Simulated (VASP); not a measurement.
# BaTiO3 (R3m) in VASP: single point with PBE+U

Aim: the single point of BaTiO3 with PBE+U.

Program: VASP 6.6.1. These are calculated values, not measurements. Logs are shortened: lines on timing, memory, paths and dates and some standing lists are left out, and cuts for length are marked.

**1. The cell of the first run**

The structure is trigonal, space group R3m (No. 160). The conventional cell has a = 5.669 Å, b = 5.669 Å, c = 6.972 Å, α = 90.00°, β = 90.00°, γ = 120.00°. Ba (site symmetry 3m) has 12 O at 2.79 to 2.89 Å and 8 Ti at 3.38 to 3.59 Å within 3.7 Å. Within 2.5 Å of Ti (site symmetry 3m) lie 6 O at 1.88 to 2.15 Å. O (site symmetry m) has 2 Ti at 1.88 to 2.15 Å within 2.5 Å.

**2. Single point, PBE+U**

The input, INCAR:

```
SYSTEM = BaTiO3
PREC = Accurate
ENCUT = 1340
EDIFF = 1E-6
ISMEAR = -5
SIGMA = 0.1
LREAL = .False.
LASPH = .True.
NELM = 200
ALGO = Normal
ISIF = 2
LWAVE = .False.
LCHARG = .False.
LMAXMIX = 4
LDAU = .True.
LDAUTYPE = 2
LDAUL = -1 2 -1
LDAUU = 0 5 0
LDAUJ = 0 0 0
LDAUPRINT = 1
GGA = PE
NBANDS = 28
GGA_COMPAT = .False.
```

The input, KPOINTS:

```
Automatic mesh
0
Gamma
  5 5 5
  0 0 0
```

The input, POSCAR:

```
BaTiO3
1.0
    4.0141288600      0.0000000000      0.0000000000
    0.0109991200      4.0141088100      0.0000000000
    0.0109991200      0.0109690400      4.0140987800
Ba Ti O
1 1 3
Direct
    0.0000000000      0.0000000000      0.0000000000
    0.4847000000      0.4847000000      0.4847000000
    0.5088000000      0.5088000000      0.0183000000
    0.0183000000      0.5088000000      0.5088000000
    0.5088000000      0.0183000000      0.5088000000
```

Potentials or basis: VASP PAW PBE potentials, release 64 (Ba_sv, Ti_sv, O_h).

The run is started by

```sh
$ cat potpaw_PBE.64/Ba_sv/POTCAR potpaw_PBE.64/Ti_sv/POTCAR potpaw_PBE.64/O_h/POTCAR > POTCAR
$ mpirun -np 1 vasp_std > vasp.out
```

OUTCAR:

```text
SYSTEM = BaTiO3
   PREC = Accurate
   ENCUT = 1340
   EDIFF = 1E-6
   ISMEAR = -5
   LREAL = .False.
   LASPH = .True.
   NELM = 200
   ISIF = 2
   GGA = PE

 ion  position               nearest neighbor table
   1  0.000  0.000  0.000-   4 2.79   3 2.79   5 2.79   4 2.84   3 2.84   4 2.84   3 2.84   5 2.84
                             5 2.84   4 2.89   3 2.89   5 2.89   2 3.38   2 3.44   2 3.44   2 3.44
   2  0.485  0.485  0.485-   5 1.88   3 1.88   4 1.88   5 2.15   3 2.15   4 2.15   1 3.38   1 3.44
                             1 3.44   1 3.44   1 3.51   1 3.51   1 3.51   1 3.59
   3  0.509  0.509  0.018-   2 1.88   2 2.15   1 2.79   1 2.84   1 2.84   1 2.89
   4  0.018  0.509  0.509-   2 1.88   2 2.15   1 2.79   1 2.84   1 2.84   1 2.89
   5  0.509  0.018  0.509-   2 1.88   2 2.15   1 2.79   1 2.84   1 2.84   1 2.89

  LATTYP: Found a trigonal (rhomboedric) cell.
 ALAT       =     4.0141288365
 COS(alpha) =     0.0027401014

  Lattice vectors:

 A1 = (   4.0141288600,   0.0000000000,   0.0000000000)
 A2 = (   0.0109991200,   4.0141088100,   0.0000000000)
 A3 = (   0.0109991200,   0.0109690400,   4.0140987800)

Analysis of symmetry for initial positions (statically):
=====================================================================
 Subroutine PRICEL returns:
 Original cell was already a primitive cell.

 Routine SETGRP: Setting up the symmetry group for a
 trigonal (rhombohedral) supercell.

 Subroutine GETGRP returns: Found  6 space group operations
 (whereof  6 operations were pure point group operations)
 out of a pool of 12 trial point group operations.

The static configuration has the point symmetry C_3v.

Analysis of symmetry for dynamics (positions and initial velocities):
=====================================================================
 Subroutine PRICEL returns:
 Original cell was already a primitive cell.

 Routine SETGRP: Setting up the symmetry group for a
 trigonal (rhombohedral) supercell.

 Subroutine GETGRP returns: Found  6 space group operations
 (whereof  6 operations were pure point group operations)
 out of a pool of 12 trial point group operations.

The dynamic configuration has the point symmetry C_3v.

 Subroutine INISYM returns: Found  6 space group operations
 (whereof  6 operations are pure point group operations),
 and found     1 'primitive' translations

----------------------------------------------------------------------------------------

                                     Primitive cell

  volume of cell :      64.6798

  direct lattice vectors                    reciprocal lattice vectors
     4.014128860  0.000000000  0.000000000     0.249120054 -0.000682618 -0.000680754
     0.010999120  4.014108810  0.000000000     0.000000000  0.249121299 -0.000680756
     0.010999120  0.010969040  4.014098780     0.000000000  0.000000000  0.249121921

  length of vectors
     4.014128860  4.014123879  4.014128837     0.249121920  0.249122229  0.249121921

  position of ions in fractional coordinates (direct lattice)
     0.000000000  0.000000000  0.000000000
     0.484700000  0.484700000  0.484700000
     0.508800000  0.508800000  0.018300000
     0.018300000  0.508800000  0.508800000
     0.508800000  0.018300000  0.508800000

  ion indices of the primitive-cell ions
   primitive index   ion index
                 1           1
                 2           2
                 3           3
                 4           4
                 5           5

----------------------------------------------------------------------------------------

 KPOINTS: Automatic mesh
[... 54 lines left out ...]
 SYSTEM =  BaTiO3
   PREC   = accura    normal or accurate (medium, high low for compatibility)
   ISTART =      0    job   : 0-new  1-cont  2-samecut
   ICHARG =      2    charge: 1-file 2-atom 10-const
   ISPIN  =      1    spin polarized calculation?
   LNONCOLLINEAR =      F non collinear calculations
   LSORBIT =      F    spin-orbit coupling
   LASPH  =      T    aspherical Exc in radial PAW
   ENCUT  = 1340.0 eV  98.49 Ry    9.92 a.u.  11.98 11.98 11.98*2*pi/ulx,y,z
   NELM   =    200;   NELMIN=  2; NELMDL= -5     # of ELM steps
   EDIFF  = 0.1E-05   stopping-criterion for ELM
   LREAL  =      F    real-space projection
   EDIFFG = 0.1E-04   stopping-criterion for IOM
   NSW    =      0    number of steps for IOM
   IBRION =     -1    ionic relax: 0-MD 1-quasi-New 2-CG
   NFREE  =      0    steps in history (QN), initial steepest desc. (CG)
   ISIF   =      2    stress and relaxation
   ISYM   =      2    0-nonsym 1-usesym 2-fastsym
   POTIM  = 0.5000    time-step for ionic-motion
   TEBEG  =    0.0;   TEEND  =   0.0 temperature during run
   PSTRESS=    0.0 pullay stress
   NELECT =      40.0000    total number of electrons
   NUPDOWN=      -1.0000    fix difference up-down
   EMIN   =  10.00;   EMAX   =-10.00  energy-range for DOS
   EFERMI =   0.00;   METHOD = LEGACY
   ISMEAR =    -5;   SIGMA  =   0.10  broadening in eV -4-tet -1-fermi 0-gaus
   EFERMI_NEDOS =   21; number of points for ismear=-14 and -15
   IALGO  =     38    algorithm
   IMIX   =      4    mixing-type and parameters
     AMIX     =   0.40;   BMIX     =  1.00
     AMIX_MAG =   1.60;   BMIX_MAG =  1.00
  volume/ion in A,a.u.               =      12.94        87.30
  Fermi-wavevector in a.u.,A,eV,Ry     =   1.394779  2.635750 26.468880  1.945408
  Thomas-Fermi vector in A             =   2.518295
   LORBIT       =      0    0 simple, 1 ext, 2 COOP (PROOUT), +10 PAW based schemes
 LDA+U is selected, type is set to LDAUTYPE =  2
   angular momentum for each species LDAUL =    -1    2   -1
   U (eV)           for each species LDAUU =   0.0  5.0  0.0
   J (eV)           for each species LDAUJ =   0.0  0.0  0.0
   GGA     = PE    functional components
   LHFCALC =     F    Hartree Fock is set to
   AEXX    =    0.0000 exact exchange contribution
   IVDW    =     0    specifies the selected vdW correction
   LEPSILON=     F    determine dielectric tensor
   LRPA    =     F    only Hartree local field effects (RPA)
 non-spin polarized calculation
 Fermi weights with tetrahedron method with Bloechl corrections
  energy-cutoff  :     1340.00
  volume of cell :       64.68
 maximum number of plane-waves:      7225
   NGX = 23   NGY = 23   NGZ = 23

atom =   2  type =  2  l = 2

 onsite density matrix

spin component  1

  0.1078 -0.0007  0.0070 -0.0006 -0.0004
 -0.0007  0.1078 -0.0032 -0.0007  0.0062
  0.0070 -0.0032  0.2448 -0.0032  0.0000
 -0.0006 -0.0007 -0.0032  0.1078 -0.0062
 -0.0004  0.0062  0.0000 -0.0062  0.2447

spin component  2

  0.1078 -0.0007  0.0070 -0.0006 -0.0004
 -0.0007  0.1078 -0.0032 -0.0007  0.0062
  0.0070 -0.0032  0.2448 -0.0032  0.0000
 -0.0006 -0.0007 -0.0032  0.1078 -0.0062
 -0.0004  0.0062  0.0000 -0.0062  0.2447

 occupancies and eigenvectors

  o =  0.1064  v =  0.5790  0.5758 -0.0027  0.5773  0.0016  0.0000  0.0000  0.0000  0.0000  0.0000      0.0000  0.0000  0.0000  0.0000  0.0000  0.0000  0.0000  0.0000  0.0000  0.0000
  o =  0.1064  v =  0.0000  0.0000  0.0000  0.0000  0.0000  0.5790  0.5758 -0.0027  0.5773  0.0016      0.0000  0.0000  0.0000  0.0000  0.0000  0.0000  0.0000  0.0000  0.0000  0.0000
  o =  0.1079  v =  0.7040 -0.7075 -0.0522 -0.0007  0.0341  0.0000  0.0000  0.0000  0.0000  0.0000      0.0000  0.0000  0.0000  0.0000  0.0000  0.0000  0.0000  0.0000  0.0000  0.0000
  o =  0.1079  v =  0.0000  0.0000  0.0000  0.0000  0.0000  0.7040 -0.7075 -0.0522 -0.0007  0.0341      0.0000  0.0000  0.0000  0.0000  0.0000  0.0000  0.0000  0.0000  0.0000  0.0000
  o =  0.1079  v =  0.0000  0.0000  0.0000  0.0000  0.0000 -0.4082 -0.4066  0.0303  0.8150  0.0544      0.0000  0.0000  0.0000  0.0000  0.0000  0.0000  0.0000  0.0000  0.0000  0.0000
  o =  0.1079  v = -0.4082 -0.4066  0.0303  0.8150  0.0544  0.0000  0.0000  0.0000  0.0000  0.0000      0.0000  0.0000  0.0000  0.0000  0.0000  0.0000  0.0000  0.0000  0.0000  0.0000
  o =  0.2453  v = -0.0231 -0.0277 -0.5008  0.0508 -0.8633  0.0000  0.0000  0.0000  0.0000  0.0000      0.0000  0.0000  0.0000  0.0000  0.0000  0.0000  0.0000  0.0000  0.0000  0.0000
  o =  0.2453  v =  0.0000  0.0000  0.0000  0.0000  0.0000 -0.0231 -0.0277 -0.5008  0.0508 -0.8633      0.0000  0.0000  0.0000  0.0000  0.0000  0.0000  0.0000  0.0000  0.0000  0.0000
  o =  0.2453  v =  0.0000  0.0000  0.0000  0.0000  0.0000  0.0453 -0.0428  0.8634  0.0027 -0.5006      0.0000  0.0000  0.0000  0.0000  0.0000  0.0000  0.0000  0.0000  0.0000  0.0000
  o =  0.2453  v =  0.0453 -0.0428  0.8634  0.0027 -0.5006  0.0000  0.0000  0.0000  0.0000  0.0000      0.0000  0.0000  0.0000  0.0000  0.0000  0.0000  0.0000  0.0000  0.0000  0.0000

 number of electron      40.0000001 magnetization

 Free energy of the ion-electron system (eV)
  ---------------------------------------------------
  ext. energy  EPLUGINS =         0.00000000
  ---------------------------------------------------
  free energy    TOTEN  =       -36.57952436 eV

  energy without entropy =      -36.57952436  energy(sigma->0) =      -36.57952436

 E-fermi :   4.2144     XC(G=0): -11.2084

 val. band max:        4.1163922859   @ k =   0.4000   0.4000   0.4000
 cond. band min:       7.1436161385   @ k =   0.0000   0.0000   0.0000
 fundamental gap:      3.0272238526
 Fermi energy:         4.2144250274

 k-point     1 :       0.0000    0.0000    0.0000
  band No.  band energies     occupation
      1     -53.4158      2.00000
      2     -29.6115      2.00000
      3     -29.6009      2.00000
      4     -29.6009      2.00000
      5     -20.5975      2.00000
      6     -12.6507      2.00000
[... 578 lines left out ...]
     27      12.0338      0.00000
     28      12.1297      0.00000

------------------------ aborting loop because EDIFF is reached ----------------------------------------

  FORCE on cell =-STRESS in cart. coord.  units (eV):
  Direction    XX          YY          ZZ          XY          YZ          ZX
  --------------------------------------------------------------------------------------
  -------------------------------------------------------------------------------------
  Total        3.9674153      3.9680535      3.9687061     -0.1182532     -0.1176078     -0.1179307
  in kB       98.2765144     98.2923233     98.3084878     -2.9292406     -2.9132526     -2.9212506
  external PRESSURE =      98.2924419 kB  Pullay stress =       0.0000000 kB

 VOLUME and BASIS-vectors are now :
 -----------------------------------------------------------------------------
  energy-cutoff  :     1340.00
  volume of cell :       64.68
      direct lattice vectors                 reciprocal lattice vectors
     4.014128860  0.000000000  0.000000000     0.249120054 -0.000682618 -0.000680754
     0.010999120  4.014108810  0.000000000     0.000000000  0.249121299 -0.000680756
     0.010999120  0.010969040  4.014098780     0.000000000  0.000000000  0.249121921

 POSITION                                       TOTAL-FORCE (eV/Angst)
 -----------------------------------------------------------------------------------
      0.00000      0.00000      0.00000        -0.074187     -0.073984     -0.073782
      1.95631      1.95096      1.94563         0.825917      0.823656      0.821409
      2.04819      2.04258      0.07346         0.043499      0.043380     -0.838971
      0.08465      2.04796      2.04237        -0.838727      0.045797      0.045672
      2.04819      0.07904      2.04237         0.043499     -0.838848      0.045672
 -----------------------------------------------------------------------------------
    total drift:                               -0.000112     -0.000201     -0.000111

  FREE ENERGIE OF THE ION-ELECTRON SYSTEM (eV)
  ---------------------------------------------------
  free  energy   TOTEN  =       -36.5795243577 eV

  energy  without entropy=      -36.5795243577  energy(sigma->0) =      -36.57952436
```

It took 2.3 min on 1 thread of Intel Xeon Platinum 8259CL at 2.50GHz (Skylake/Cascade Lake), shared host; peak memory 0.41 GiB.

What came out:

```yaml
Free_energy: -36.5795 eV
Pressure: 9.8 GPa
Largest_force: 1.427 eV/Å
Band_gap_on_the_k_mesh: 3.03 eV (least direct gap 3.34 eV)
```

Forces on the atoms (eV/Å):
```
Ba  -0.074 -0.074 -0.074
Ti   0.826  0.824  0.821
O    0.043  0.043 -0.839
O   -0.839  0.046  0.046
O    0.043 -0.839  0.046
```

Stress tensor (GPa, compression positive):
```
 9.83 -0.29 -0.29
-0.29  9.83 -0.29
-0.29 -0.29  9.83
```

Eigenvalues of the final occupation matrices:
| site | spin | trace | eigenvalues |
| --- | --- | --- | --- |
| site 2 d | 1 | 0.81 | 0.11 0.11 0.11 0.25 0.25 |
| site 2 d | 2 | 0.81 | 0.11 0.11 0.11 0.25 0.25 |

Caveat: the cell stands under pressure; spin-orbit coupling is left out, which moves the levels of the heavy elements; forces of over 1 eV/Å act on the atoms, so gaps and moduli don't describe the material at rest. A k mesh can miss the band edges.
